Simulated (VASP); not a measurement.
A run of VASP 6.6.1:

File INCAR:

```
SYSTEM = PbS
PREC     = Accurate       ! precision mode
ENCUT    = 520            ! plane-wave cutoff, eV
EDIFF    = 1E-6           ! SCF threshold, eV
ISMEAR   = -1             ! smearing method
SIGMA    = 0.05           ! smearing width, eV
LREAL    = .False.        ! projectors in reciprocal space
LASPH    = .True.         ! aspherical terms in the spheres
NELM     = 100            ! most SCF steps
ALGO     = Normal         ! electronic algorithm
ISIF     = 2              ! what is computed and relaxed
LWAVE    = .False.        ! write WAVECAR
LCHARG   = .False.        ! write CHGCAR
GGA      = RP             ! functional
NBANDS   = 17             ! bands
```

Contents of KPOINTS:

```
regular mesh
0
Gamma
  8 8 8
  0 0 0
```

Contents of POSCAR:

```
PbS
1.0
    0.0000000000      2.9657500000      2.9657500000
    2.9657500000      0.0000000000      2.9657500000
    2.9657500000      2.9657500000      0.0000000000
Pb S
1 1
Direct
    0.0000000000      0.0000000000      0.0000000000
    0.5000000000      0.5000000000      0.5000000000
```

Potentials or basis: VASP PAW PBE potentials, release 64 (Pb_d, S).

Run with:

```console
$ cat potpaw_PBE.64/Pb_d/POTCAR potpaw_PBE.64/S/POTCAR > POTCAR
$ mpirun -np 1 vasp_std > vasp.out
```

Hardware: 1 thread of Intel Xeon 8259CL, with other jobs on the host.

Question: Estimate the wall time of this run.

Answer: Wall time 32 s on 1 thread of Intel Xeon 8259CL, with other jobs on the host, peak memory 0.18 GiB. Counts: scf iterations 13, k points 29.
